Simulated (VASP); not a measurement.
A run of VASP 6.6.1:

The input INCAR:

```
SYSTEM = Ga12O19
ALGO     = Normal         ! electronic algorithm
EDIFF    = 1E-6           ! SCF threshold, eV
ENCUT    = 520            ! plane-wave cutoff, eV
GGA      = PE             ! functional
ISIF     = 2              ! what is computed and relaxed
ISMEAR   = -1             ! smearing method
LASPH    = .True.         ! aspherical terms in the spheres
LCHARG   = .True.         ! write CHGCAR
LELF     = .True.         ! ELF
LREAL    = Auto         
LVHAR    = .True.       
LWAVE    = .False.        ! write WAVECAR
NBANDS   = 156            ! bands
NELECT   = 272.0        
NELM     = 100            ! most SCF steps
PREC     = Accurate       ! precision mode
SIGMA    = 0.01           ! smearing width, eV
```

File KPOINTS:

```
Automatic mesh
0
Gamma
  1 1 1
  0.25 0.25 0.25
```

Contents of POSCAR:

```
Ga12O19
1.0
    0.0000000000      9.2496621800      0.0000000000
   -1.3977182400      0.0000000000      5.7085775500
    6.2279771500     -1.5416103600      0.0067278600
Ga O
12 19
Direct
    0.1076863264      0.7783225394      0.6680052635
    0.2260165797      0.3170503633      0.3214713908
    0.2919743855      0.2029234715      0.8057601853
    0.0278039885      0.8027432792      0.1630855917
    0.4557147034      0.6608112018      0.6851058003
    0.5500040918      0.3059300519      0.3047893754
    0.6374633510      0.1860385197      0.8230086261
    0.3613515834      0.7821212548      0.1652764053
    0.7753289396      0.6557896433      0.6966445193
    0.8861305918      0.3206268467      0.3223163599
    0.9799321815      0.2105915898      0.8253705851
    0.6965884075      0.7880535337      0.1974080271
    0.1672556614      0.7628104033     -0.0068400838
    0.1773748596      0.3166660724      1.0195703846
    0.2971048274      0.4231218238      0.6363693602
    0.0577074192      0.5988280316      0.3608427036
    0.0425468691      0.1255128107      0.2502979027
    0.3136993150      0.8761492169      0.6991822982
    0.5084202664      0.7261403918      0.0136243629
    0.4956265212      0.2480725268      0.9860078556
    0.6078174529      0.4143992658      0.6501587503
    0.4025307720      0.5632259226      0.3419010392
    0.3896800207      0.0957358935      0.3169784515
    0.6144198267      0.8740590126      0.6757306192
    0.8292428413      0.7316488838      0.0239840418
    0.8282055227      0.2717422043      0.9931093393
    0.9230404257      0.4297968060      0.6472493670
    0.7200753970      0.5521243757      0.3489259648
    0.7196449312      0.1037813380      0.3239602926
    0.9179757956      0.8832740776      0.7190202633
    1.1005210858      1.0907289194      0.6281695376
```

Potentials or basis: VASP PAW PBE potentials, release 64 (Ga_d, O).

Command:

```bash
$ cat potpaw_PBE.64/Ga_d/POTCAR potpaw_PBE.64/O/POTCAR > POTCAR
$ mpirun -np 1 vasp_std > vasp.out
```

Hardware: 1 thread of Intel(R) Xeon(R) 6975P-C (Granite Rapids), on a shared host.

Q: Estimate the wall time of this run.

A: It took 81 s on 1 thread of Intel(R) Xeon(R) 6975P-C (Granite Rapids), on a shared host, peak memory 0.38 GiB. Counts: scf iterations 19, k points 1.
